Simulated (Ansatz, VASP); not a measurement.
One calculation of C, two programs

Contents of INCAR:

```
SYSTEM = C
ALGO = Normal
EDIFF = 1E-7
ENCUT = 520
ISIF = 2
ISMEAR = -1
LASPH = .TRUE.
LCHARG = .FALSE.
LREAL = .FALSE.
LWAVE = .FALSE.
NBANDS = 8
NELM = 60
PREC = Accurate
SIGMA = 0.1
```

Contents of KPOINTS:

```
k-points
0
G
  22 22 22
  0 0 0
```

POSCAR

```
C
1.0
   -1.0618864174      1.0618864174      1.0618864174
    1.0618864174     -1.0618864174      1.0618864174
    1.0618864174      1.0618864174     -1.0618864174
C
1
Direct
    0.0000000000      0.0000000000      0.0000000000
```

Input for Ansatz:

```yaml
crystal:
  lattice:
    - [-1.0618864174, 1.0618864174, 1.0618864174]
    - [1.0618864174, -1.0618864174, 1.0618864174]
    - [1.0618864174, 1.0618864174, -1.0618864174]
  atoms:
    - { symbol: C, position: [0.0, 0.0, 0.0] }
kpoints:
  mp_grid: { grid: [22, 22, 22] }
scf:
  occupations: { method: fermi_dirac, width: 0.1 }
hamiltonian:
  xc: lda
  pseudopotentials: { kind: all_electron, lapw: { basis_error: 0.001 } }
output:
  forces: true
  stress: true
  eigenvalues: true
  populations: true
```

Change from the starting cell: volume scaled by 0.76, LAPW.

Alike in both runs: task single point; functional LDA; k mesh 22 × 22 × 22; occupations fermi-dirac, width 0.1 eV; no spin polarisation.

|  | VASP | Ansatz |
| --- | --- | --- |
| version | VASP 6.6.1 | Ansatz 0.2.0 |
| potentials or method | VASP PAW LDA potentials, release 64 (C), cutoff 520 eV | all-electron LAPW, scalar-relativistic |

VASP gave:

* pressure (GPa): 107.4

Task: Which values does Ansatz return?

Result: Pressure (GPa): 106.0.

LDA's correlation is that of Perdew and Zunger in VASP and of Perdew and Wang (1992) in Ansatz. Both programs put the cell under a high pressure, so it lies far from rest at this level. Ansatz ran all-electron here, and VASP with PAW potentials.

Noted on VASP's run: the cell as given lies far from equilibrium.
